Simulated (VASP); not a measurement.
Here is a VASP 6.6.1 calculation.

The input INCAR:

```
PREC     = Accurate       # precision mode
ENCUT    = 520            # plane-wave cutoff, eV
EDIFF    = 1E-6           # SCF threshold, eV
ISMEAR   = -1             # smearing method
SIGMA    = 0.05           # smearing width, eV
LREAL    = F              # projectors in reciprocal space
LASPH    = T              # aspherical terms in the spheres
NELM     = 100            # most SCF steps
ALGO     = Normal         # electronic algorithm
ISIF     = 2              # what is computed and relaxed
LWAVE    = F              # write WAVECAR
LCHARG   = F              # write CHGCAR
GGA      = PS             # functional
NBANDS   = 18             # bands
```

The input KPOINTS:

```
Automatic mesh
0
Gamma
  11 11 11
```

File POSCAR:

```
CuAu
1.0
    1.4620466157      0.8441130071      4.3121794307
   -1.4620466157      0.8441130071      4.3121794307
    0.0000000000     -1.6882260143      4.3121794307
Au Cu
1 1
Direct
    0.0000000000      0.0000000000      0.0000000000
    0.5000000000      0.5000000000      0.5000000000
```

Potentials or basis: VASP PAW PBE potentials, release 64 (Au, Cu).

Run with:

```bash
$ cat potpaw_PBE.64/Au/POTCAR potpaw_PBE.64/Cu/POTCAR > POTCAR
$ mpirun -np 1 vasp_std > vasp.out
```

Question: Estimate the band gap on the k mesh.

Answer: Zero (bands 11 and 12 overlap by 4.06 eV).

Question: Estimate the pressure.

Answer: -12.3 GPa.

Stress tensor (GPa, compression positive):
```
-12.56   0.00   0.00
  0.00 -12.56   0.00
  0.00   0.00 -11.68
```

Caveat: the cell stands under tension; the PAW data sets were made with another functional, which shifts forces and pressure a little; spin-orbit coupling is left out, which moves the levels of the heavy elements.
